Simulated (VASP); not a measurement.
A run of VASP 6.6.1:

The input INCAR:

```
PREC = Accurate ; ENCUT = 520
EDIFF = 1E-6 ; ISMEAR = -1
SIGMA = 0.1 ; LREAL = F
LASPH = T ; NELM = 80
ALGO = Normal ; ISIF = 2
LWAVE = F ; LCHARG = F
LDIPOL = T ; IDIPOL = 3
DIPOL = 0.5 0.5 0.500 ; GGA = PE
NBANDS = 16
```

The input KPOINTS:

```
regular mesh
0
Gamma
  12 9 1
```

File POSCAR:

```
AlRu
1.0
    3.0043569641      0.0000000000      0.0000000000
    0.0000000000      4.2488023649      0.0000000000
    0.0000000000      0.0000000000     16.0000000000
Ru Al
1 1
Direct
    0.7500000000      0.2500000000      0.5000000000
    0.2500000000      0.7500000000      0.5000000000
```

Potentials or basis: VASP PAW PBE potentials, release 64 (Ru_pv, Al).

Command:

```console
$ cat potpaw_PBE.64/Ru_pv/POTCAR potpaw_PBE.64/Al/POTCAR > POTCAR
$ mpirun -np 1 vasp_std > vasp.out
```

Hardware: 1 thread of Intel(R) Xeon(R) 6975P-C (Granite Rapids) (shared host).

Task: How long does it take, and how much memory?

Result: Run time: 68 s on 1 thread of Intel(R) Xeon(R) 6975P-C (Granite Rapids), on a shared host, peak memory 0.34 GiB. Counts: scf iterations 22, k points 35.
